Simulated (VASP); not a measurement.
Input of a VASP 6.6.1 run:

The input INCAR:

```
SYSTEM = SiO2
PREC = Accurate ; ENCUT = 520
EDIFF = 1E-7 ; ISMEAR = 0
SIGMA = 0.02 ; LREAL = Auto
LASPH = .TRUE. ; NELM = 80
ALGO = Normal ; ISIF = 2
LWAVE = .FALSE. ; LCHARG = .FALSE.
GGA = CA ; NBANDS = 82
```

KPOINTS

```
regular mesh
0
G
  4 4 4
  0 0 0
```

File POSCAR:

```
SiO2
1.0
   -4.3285355273      4.3285355273      4.3285355273
    4.3285355273     -4.3285355273      4.3285355273
    4.3285355273      4.3285355273     -4.3285355273
Si O
8 16
Direct
    0.5000000000      0.0000000000      0.7882019197
    0.2882019197      0.2882019197      0.2882019197
    0.5000000000      0.0000000000      0.2117980803
    0.7117980803      0.7117980803      0.7117980803
    0.7882019197      0.5000000000      0.0000000000
    0.0000000000      0.2117980803      0.5000000000
    0.2117980803      0.5000000000      0.0000000000
    0.0000000000      0.7882019197      0.5000000000
    0.6643579924      0.9143579924      0.7500000000
    0.7500000000      0.6643579924      0.9143579924
    0.8356420076      0.5856420076      0.2500000000
    0.7500000000      0.1643579924      0.4143579924
    0.0856420076      0.2500000000      0.3356420076
    0.5000000000      0.0000000000      0.0000000000
    0.2500000000      0.8356420076      0.5856420076
    0.4143579924      0.7500000000      0.1643579924
    0.3356420076      0.0856420076      0.2500000000
    0.1643579924      0.4143579924      0.7500000000
    0.9143579924      0.7500000000      0.6643579924
    0.5000000000      0.5000000000      0.5000000000
    0.2500000000      0.3356420076      0.0856420076
    0.0000000000      0.5000000000      0.0000000000
    0.0000000000      0.0000000000      0.5000000000
    0.5856420076      0.2500000000      0.8356420076
```

Potentials or basis: VASP PAW LDA potentials, release 64 (Si, O).

Run with:

```bash
$ cat potpaw_LDA.64/Si/POTCAR potpaw_LDA.64/O/POTCAR > POTCAR
$ mpirun -np 1 vasp_std > vasp.out
```

(1) What does it give for the band gap on the k mesh?

(2) Estimate the pressure.

(3) What does it give for the largest force?

Results:

(1) 5.32 eV (least direct gap 5.40 eV).

(2) -3.8 GPa.

(3) 0.030 eV/Å.

Caveat: the cell stands under tension.
